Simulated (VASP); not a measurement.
Wanted: the native input for a VASP 6.6.1 run.

```yaml
Task: single point
Functional: LDA
Potentials_or_basis: VASP PAW LDA potentials, release 64 (Mo_sv)
Cutoff: 520 eV
k_mesh: 16 × 16 × 16
Occupations: fermi-dirac, width 0.15 eV
Spin: no spin polarisation
Dipole_correction: no
Further_INCAR_settings: ALGO = Normal; EDIFF = 1e-06; NBANDS = 13
```

The structure of Mo lies in POSCAR:

```
Mo
1.0
   -1.5557657183      1.5557657183      1.5557657183
    1.5557657183     -1.5557657183      1.5557657183
    1.5557657183      1.5557657183     -1.5557657183
Mo
1
Direct
    0.0000000000      0.0000000000      0.0000000000
```

These files were run (other wordings do the same):

INCAR

```
PREC = Accurate ; ENCUT = 520
EDIFF = 1E-6 ; ISMEAR = -1
SIGMA = 0.15 ; LREAL = F
LASPH = T ; NELM = 100
ALGO = Normal ; ISIF = 2
LWAVE = F ; LCHARG = T
GGA = CA ; LELF = T
LVHAR = T ; NBANDS = 13
```

KPOINTS

```
Automatic mesh
0
Gamma
  16 16 16
```

Potentials or basis: VASP PAW LDA potentials, release 64 (Mo_sv).

Launch:

```bash
$ cat potpaw_LDA.64/Mo_sv/POTCAR > POTCAR
$ mpirun -np 1 vasp_std > vasp.out
```

It gave:

```json
{
  "Pressure": "1.2 GPa",
  "Band gap on the k mesh": "zero (band 7 reaches 17.31 eV, above the bottom of band 8 at 11.63 eV)"
}
```

Wall time 7.8 s on 1 thread of Intel(R) Xeon(R) 6975P-C (Granite Rapids), on a shared host, peak memory 0.13 GiB.
